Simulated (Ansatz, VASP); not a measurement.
**Si15Ni: VASP beside Ansatz**

File INCAR:

```
SYSTEM = Si15Ni
ALGO = Normal
EDIFF = 1E-6
ENCUT = 520
GGA = PS
ISIF = 2
ISMEAR = 0
ISPIN = 2
LASPH = .True.
LCHARG = .False.
LDAU = .True.
LDAUJ = 0 0
LDAUL = 2 -1
LDAUPRINT = 1
LDAUTYPE = 2
LDAUU = 5 0
LMAXMIX = 4
LORBIT = 11
LREAL = Auto
LWAVE = .False.
MAGMOM = 4 0 0 0 0 0 0 0 0 0 0 0 0 0 0 0
NBANDS = 53
NELM = 150
PREC = Accurate
SIGMA = 0.05
```

File KPOINTS:

```
k-points
0
Gamma
  3 3 3
  0 0 0
```

The input POSCAR:

```
Si15Ni
1.0
    0.0000000000      5.4370000000      5.4370000000
    5.4370000000      0.0000000000      5.4370000000
    5.4370000000      5.4370000000      0.0000000000
Ni Si
1 15
Direct
    1.0000000000      0.0000000000      1.0000000000
    0.0008460273      0.0008460273      0.4991539727
    0.0008460273      0.4991539727      0.0008460273
    0.0008460273      0.4991539727      0.4991539727
    0.4991539727      0.0008460273      0.0008460273
    0.4991539727      0.0008460273      0.4991539727
    0.4991539727      0.4991539727      0.0008460273
    0.5000000000      0.5000000000      0.5000000000
    0.1202211774      0.1202211774      0.1202211774
    0.1202211774      0.1202211774      0.6393364679
    0.1202211774      0.6393364679      0.1202211774
    0.1235527506      0.6254824165      0.6254824165
    0.6393364679      0.1202211774      0.1202211774
    0.6254824165      0.1235527506      0.6254824165
    0.6254824165      0.6254824165      0.1235527506
    0.6254824165      0.6254824165      0.6254824165
```

Input for Ansatz:

```yaml
crystal:
  lattice:
    - [0.0, 5.437, 5.437]
    - [5.437, 0.0, 5.437]
    - [5.437, 5.437, 0.0]
  atoms:
    - { symbol: Ni, position: [0.0, 0.0, 1.0], spin: 4.0 }
    - { symbol: Si, position: [0.0008460262, 0.0008460262, 0.4991539738] }
    - { symbol: Si, position: [0.0008460262, 0.4991539738, 0.0008460262] }
    - { symbol: Si, position: [0.0008460262, 0.4991539738, 0.4991539738] }
    - { symbol: Si, position: [0.4991539738, 0.0008460262, 0.0008460262] }
    - { symbol: Si, position: [0.4991539738, 0.0008460262, 0.4991539738] }
    - { symbol: Si, position: [0.4991539738, 0.4991539738, 0.0008460262] }
    - { symbol: Si, position: [0.5, 0.5, 0.5] }
    - { symbol: Si, position: [0.1202211887, 0.1202211887, 0.1202211887] }
    - { symbol: Si, position: [0.1202211887, 0.1202211887, 0.639336434] }
    - { symbol: Si, position: [0.1202211887, 0.639336434, 0.1202211887] }
    - { symbol: Si, position: [0.1235527616, 0.6254824128, 0.6254824128] }
    - { symbol: Si, position: [0.639336434, 0.1202211887, 0.1202211887] }
    - { symbol: Si, position: [0.6254824128, 0.1235527616, 0.6254824128] }
    - { symbol: Si, position: [0.6254824128, 0.6254824128, 0.1235527616] }
    - { symbol: Si, position: [0.6254824128, 0.6254824128, 0.6254824128] }
basis:
  ecutwfc: 420
  ecutrho_ratio: 4
kpoints:
  mp_grid: { grid: [3, 3, 3] }
hamiltonian:
  xc: pbesol
  hubbard: { sites: [{ site: 0, l: d, u_eff: 5.0 }] }
scf:
  occupations: { method: gaussian, width: 0.05 }
output:
  forces: true
  stress: true
  eigenvalues: true
  populations: true
  hubbard: { sites: [{ site: 0, l: d }] }
  write_density: true
  write_potential: true
  elf: true
  volumetric_format: npy
magnetization:
  spin_polarized: true
```

Alike in both runs: task single point; functional PBEsol; k mesh 3 × 3 × 3; occupations gaussian, width 0.05 eV; collinear spin; Hubbard terms Ni d U = 5.0 eV.

```csv
,VASP,Ansatz
version,VASP 6.6.1,Ansatz 0.2.0
potentials or method,"VASP PAW PBE potentials, release 64 (Ni, Si), cutoff 520 eV","scalar-relativistic, plane waves, PAW"
valence electrons in the cell,70,78
```

|  | VASP | Ansatz | Ansatz less VASP |
| --- | --- | --- | --- |
| gap on the k mesh at the Fermi level (eV) | none | none | - |
| pressure (GPa) | -2.5 | -2.3 | +0.19 |
| rms of the force components (eV/Å) | 0.047 | 0.003 | -0.0439 |
| net moment per atom (μB) | 0.04 | 0.04 | -0.002 |
| size of the moment on the site where the two differ most (μB) | 0.18 | 0.12 | -0.065 |

VASP's potentials were made for PBE, not for PBEsol. Site moments also hang on the region over which each program counts them. The programs project onto different local orbitals, so the same U acts differently, and such runs can settle in different states. Atom by atom the forces differ by 0.050 eV/Å (rms over components). A gap of «none» marks a metal or a gap that the smearing closes. VASP's potentials hold 70 valence electrons a cell and Ansatz's 78, so a difference there can come from the potentials and not from the codes. Ansatz's warnings: filled band counts differ across k points, given moment on shells.
